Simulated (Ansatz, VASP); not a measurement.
**Two plane-wave programs on HfGe3**

The input INCAR:

```
SYSTEM = HfGe3
ALGO = Normal
EDIFF = 1E-6
ENCUT = 520
GGA = PE
ISIF = 2
ISMEAR = 0
LASPH = .TRUE.
LCHARG = .TRUE.
LELF = .TRUE.
LREAL = .FALSE.
LVHAR = .TRUE.
LWAVE = .FALSE.
NBANDS = 34
NELM = 100
PREC = Accurate
SIGMA = 0.05
```

The input KPOINTS:

```
k-points
0
G
  8 8 8
  0 0 0
```

Contents of POSCAR:

```
HfGe3
1.0
    4.1612724345      0.0000000000      0.0000000000
    0.0000000000      4.1612724345      0.0000000000
    0.0000000000      0.0000000000      4.1612724345
Hf Ge
1 3
Direct
    0.0000000000      0.0000000000      0.0000000000
    0.0000000000      0.5000000000      0.5000000000
    0.5000000000      0.5000000000      0.0000000000
    0.5000000000      0.0000000000      0.5000000000
```

Input for Ansatz:

```yaml
crystal:
  lattice:
    - [4.1612724345, 0.0, 0.0]
    - [0.0, 4.1612724345, 0.0]
    - [0.0, 0.0, 4.1612724345]
  atoms:
    - { symbol: Hf, position: [0.0, 0.0, 0.0] }
    - { symbol: Ge, position: [0.0, 0.5, 0.5] }
    - { symbol: Ge, position: [0.5, 0.5, 0.0] }
    - { symbol: Ge, position: [0.5, 0.0, 0.5] }
basis:
  ecutwfc: 420
  ecutrho_ratio: 4
kpoints:
  mp_grid: { grid: [8, 8, 8] }
hamiltonian:
  xc: pbe
scf:
  occupations: { method: gaussian, width: 0.05 }
output:
  forces: true
  stress: true
  eigenvalues: true
```

Alike in both runs: task single point; functional PBE; k mesh 8 × 8 × 8; occupations gaussian, width 0.05 eV; no spin polarisation.

```csv
,VASP,Ansatz
version,VASP 6.6.1,Ansatz 0.2.0
potentials or method,"VASP PAW PBE potentials, release 64 (Hf_pv, Ge_d), cutoff 520 eV","scalar-relativistic, plane waves, PAW"
valence electrons in the cell,52,68
```

```csv
,VASP,Ansatz,Ansatz less VASP
gap on the k mesh at the Fermi level (eV),none,none,-
pressure (GPa),1.6,1.9,+0.29
```

A gap of «none» marks a metal or a gap that the smearing closes. The functional is the same, so the differences come from potentials, cutoffs and numerics. VASP's potentials hold 52 valence electrons a cell and Ansatz's 68, so a difference there can come from the potentials and not from the codes.

Spin-orbit coupling is off throughout.
